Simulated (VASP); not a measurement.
Here is a VASP 6.6.1 calculation.

INCAR

```
SYSTEM = Si32Ag
PREC = Accurate ; ENCUT = 520
EDIFF = 1E-7 ; ISMEAR = 0
SIGMA = 0.02 ; LREAL = Auto
LASPH = .TRUE. ; NELM = 60
ALGO = Normal ; ISIF = 2
LWAVE = .FALSE. ; LCHARG = .FALSE.
GGA = PE ; NELECT = 138.0
NBANDS = 92
```

Contents of KPOINTS:

```
Automatic mesh
0
Gamma
  2 2 2
  0.5 0.5 0.5
```

The input POSCAR:

```
Si32Ag
1.0
   -5.4700937627     -5.4700937627      5.4700937627
    5.4700937627     -5.4700937627     -5.4700937627
    5.4700937627      5.4700937627      5.4700937627
Si Ag
32 1
Direct
    0.2476872534      0.7473966037      0.7466058494
   -0.0000103289      0.7287280937     -0.0081398056
    0.4921975960      0.4922442131      0.7436234508
    0.2526347920      0.5003746953     -0.0007492559
   -0.0000180070      0.5078117708      0.2514027290
    0.7490888050      0.7491318573      0.2512934073
    0.4996393332      0.7523406688      0.4988936421
   -0.0000178242      0.0000337289      0.7507048651
    0.7473474272      0.2477399947      0.7466059408
    0.5003312774      0.2526875333     -0.0007587621
    0.2713591511      0.2713596996      0.2631951229
   -0.0000128883      0.2509496289      0.5022053769
    0.7522970681      0.4996978331      0.4989123804
    0.7286111853     -0.0000093234     -0.0081840462
    0.5077605834      0.0000284273      0.2514111384
    0.2508891181      0.0000303468      0.5021937684
    0.2514481579      0.7518144438      0.5009410476
   -0.0000086836      0.7469465200      0.7473036437
    0.5131038190      0.5131549150      0.5112075992
    0.2482039722      0.4997248893      0.7491703393
   -0.0000057586      0.4869466805     -0.0019049948
    0.7350283513      0.7350497404     -0.0059770456
    0.5003066892      0.7485634941      0.2494712265
   -0.0000103289      0.0000424124      0.4990089052
    0.7517648103      0.2515006250      0.5009447953
    0.4996686745      0.2482448307      0.7491520580
    0.2530820421      0.2531243631      0.0003942346
    0.0000102375      0.2650217826      0.2590209714
    0.7485190707      0.5003524837      0.2494821038
    0.7468833584      0.0000338203      0.7472926749
    0.4868794971      0.0000451546     -0.0018985963
    0.2649376890      0.0000318093      0.2589851402
   -0.0000446062      0.0000986272      0.0819723609
```

Potentials or basis: VASP PAW PBE potentials, release 64 (Si, Ag).

Run with:

```sh
$ cat potpaw_PBE.64/Si/POTCAR potpaw_PBE.64/Ag/POTCAR > POTCAR
$ mpirun -np 1 vasp_std > vasp.out
```

(1) What does it give for the largest force?

## Answers

(1) 0.398 eV/Å.

Caveat: the cell carries a net charge on a neutralising background, which shifts energy and pressure.
